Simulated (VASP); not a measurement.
Input of a VASP 6.6.1 run:

File POSCAR:

```
SiC
1.0
   -1.5387796673     -2.6652445653      0.0000000000
    1.5387796672     -2.6652445654      0.0000000000
    0.0000000000      0.0000000000     10.0767691650
Si C
4 4
Direct
    0.3333333333      0.3333333333      0.9378376193
    0.6666666667      0.6666666667      0.4378376193
    0.0000000000      0.0000000000      0.6878931819
    0.0000000000      0.0000000000      0.1878931819
    0.3333333333      0.3333333333      0.7498040042
    0.6666666667      0.6666666667      0.2498040042
    1.0000000000      0.0000000000      0.5004641945
    1.0000000000      0.0000000000      0.0004641945
```

The input INCAR.step1:

```
ALGO = Normal
EDIFF = 1E-4
ENCUT = 520
GGA = PE
ISMEAR = 0
LASPH = True
LCHARG = False
LREAL = False
LWAVE = True
NBANDS = 26
NELM = 100
PREC = Accurate
SIGMA = 0.05
```

INCAR.step2

```
ALGO = Normal
EDIFF = 1E-7
ENCUT = 520
ISIF = 2
ISMEAR = 0
ISTART = 1
LASPH = True
LCHARG = True
LELF = True
LMIXTAU = True
LREAL = False
LVHAR = True
LWAVE = False
METAGGA = R2SCAN
NBANDS = 26
NELM = 100
PREC = Accurate
SIGMA = 0.05
```

Contents of KPOINTS:

```
k-points
0
Gamma
  8 8 3
```

Potentials or basis: VASP PAW PBE potentials, release 64 (Si, C).

Run with:

```console
$ cat potpaw_PBE.64/Si/POTCAR potpaw_PBE.64/C/POTCAR > POTCAR
$ cp INCAR.step1 INCAR
$ mpirun -np 1 vasp_std > vasp.out
$ cp INCAR.step2 INCAR
$ mpirun -np 1 vasp_std > vasp.out
```

Q: Estimate the pressure.

A: -0.2 GPa.

Q: What does it give for the band gap on the k mesh?

A: 2.61 eV (least direct gap 3.79 eV).

Caveat: the PAW data sets were made with another functional, which shifts forces and pressure a little; an odd mesh through Γ misses points on the zone boundary, where band edges can lie.
